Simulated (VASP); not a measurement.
Input of a VASP 6.6.1 run:

The input INCAR:

```
SYSTEM = MnO2
PREC = Accurate ; ENCUT = 520
EDIFF = 1E-6 ; ISMEAR = -1
SIGMA = 0.05 ; LREAL = .FALSE.
LASPH = .TRUE. ; NELM = 150
ALGO = Normal ; ISIF = 2
LWAVE = .FALSE. ; LCHARG = .FALSE.
ISPIN = 2 ; MAGMOM = 4 0 0
LORBIT = 11 ; LMAXMIX = 4
GGA = PS ; NBANDS = 24
```

File KPOINTS:

```
Automatic mesh
0
G
  9 9 5
  0 0 0
```

The input POSCAR:

```
MnO2
1.0
    2.8565781804      0.0000000000      0.0000000000
   -1.4282890902      2.4738692722      0.0000000000
    0.0000000000      0.0000000000      4.7854290213
Mn O
1 2
Direct
    0.0000000000      0.0000000000      0.5000000000
    0.3333333333      0.6666666667      0.6967635751
    0.6666666667      0.3333333333      0.3032364249
```

Potentials or basis: VASP PAW PBE potentials, release 64 (Mn_pv, O).

Launch:

```console
$ cat potpaw_PBE.64/Mn_pv/POTCAR potpaw_PBE.64/O/POTCAR > POTCAR
$ mpirun -np 1 vasp_std > vasp.out
```

What does it give for the pressure?

-0.3 GPa.

Predict the band gap on the k mesh.

0.72 eV, indirect (least direct gap 0.77 eV).

Estimate the site moments.

Mn +2.83; O +0.04 μB.

Forces on the atoms (eV/Å):
```
Mn   0.000  0.000  0.000
O    0.000  0.000  0.086
O    0.000  0.000 -0.086
```

Caveat: the PAW data sets were made with another functional, which shifts forces and pressure a little; a cell with one magnetic atom can't hold antiferromagnetic order, which such compounds often take. Expect the measured gap to be larger: semilocal functionals such as PBEsol lack the derivative discontinuity.
